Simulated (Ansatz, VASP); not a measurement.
Ge: VASP beside Ansatz

```xyz
1
Lattice="2.6450 0.0000 0.0000 0.0000 2.7509 0.0000 0.0000 0.0000 2.7517" Properties=species:S:1:pos:R:3 pbc="T T T"
Ge    0.0000    0.0000    0.0000
```

Alike in both runs: functional PBE; k mesh 8 × 6 × 6; occupations gaussian, width 0.1 eV; no spin polarisation.

Ansatz relaxed the structure, and its values are those at the end. VASP's run is a single point on that final structure, the one shown.

```csv
,VASP,Ansatz
version,VASP 6.6.1,Ansatz 0.2.0
potentials or method,"VASP PAW PBE potentials, release 64 (Ge_d), cutoff 520 eV","scalar-relativistic, plane waves, PAW"
valence electrons in the cell,14,14
```

```csv
,VASP,Ansatz,Ansatz less VASP
gap on the k mesh at the Fermi level (eV),none,none,-
pressure (GPa),-0.3,-0.1,+0.22
```

A gap of «none» marks a metal or a gap that the smearing closes. The functional is the same, so the differences come from potentials, cutoffs and numerics.

The k mesh is coarse, so the values compare programs but aren't converged.
